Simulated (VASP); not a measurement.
Runs of VASP 6.6.1 on AlNi3. The structure is cubic, space group Pm-3m (No. 221). Conventional cell: a = 3.523 Å, b = 3.523 Å, c = 3.523 Å, α = 90.00°, β = 90.00°, γ = 90.00°. Within 3.3 Å of Ni (site symmetry 4/mmm) lie 8 Ni at 2.49 Å and 4 Al at 2.49 Å. Al (site symmetry m-3m) has 12 Ni at 2.49 Å within 3.3 Å. 

```csv
task,level,potentials or basis,spin,fixed moment (μB),cell,k mesh,cutoff (eV),gap on the mesh (eV),pressure (GPa),moment (μB)
single point,PBE,"VASP PAW PBE potentials, release 64 (Ni_sv_GW, Al)","collinear, ferromagnetic start",3.0,as given,6 × 6 × 6,690,-,13.5,3.00
relaxation of cell and atoms,PBEsol,"VASP PAW PBE potentials, release 64 (Ni, Al)","collinear, ferromagnetic start",-,relaxed to 30 GPa,8 × 8 × 8,600,none,30.1,0.00
single point,PBE,"VASP PAW PBE potentials, release 64 (Ni_sv_GW, Al)","collinear, ferromagnetic start",6.0,as given,6 × 6 × 6,690,-,(b),6.00
single point,PBE,"VASP PAW PBE potentials, release 64 (Ni_sv_GW, Al)","collinear, ferromagnetic start",3.8,as given,6 × 6 × 6,690,-,17.6,3.80
single point,PBE,"VASP PAW PBE potentials, release 64 (Ni, Al)","collinear, ferrimagnetic start",-,as given,8 × 8 × 8,520,none,7.3,0.67
single point,PBE,"VASP PAW PBE potentials, release 64 (Ni_sv_GW, Al)","collinear, ferromagnetic start",0.8,as given,6 × 6 × 6,690,-,(a),0.80
single point,PBE,"VASP PAW PBE potentials, release 64 (Ni, Al)",collinear,-,as given,8 × 8 × 8,520,none,7.3,0.67
```

Alike in all rows: smearing fermi-dirac 0.05 eV.

**Question.** Estimate the missing entries.

**Answer.** (a) 6.5; (b) 36.2.

Caveats: the cell stands under pressure (at least some runs); the total moment is fixed, so each spin has its own Fermi level and the state may be an excited one (at least some runs); the cell is relaxed towards a set pressure, so the run minimises the enthalpy, not the energy (at least some runs); the moments typed at the start vanished in this run (at least some runs); the PAW data sets were made with another functional, which shifts forces and pressure a little (at least some runs).

A gap of «none» marks levels without a gap at the run's occupations.

The runs don't all hold the same shells in valence.
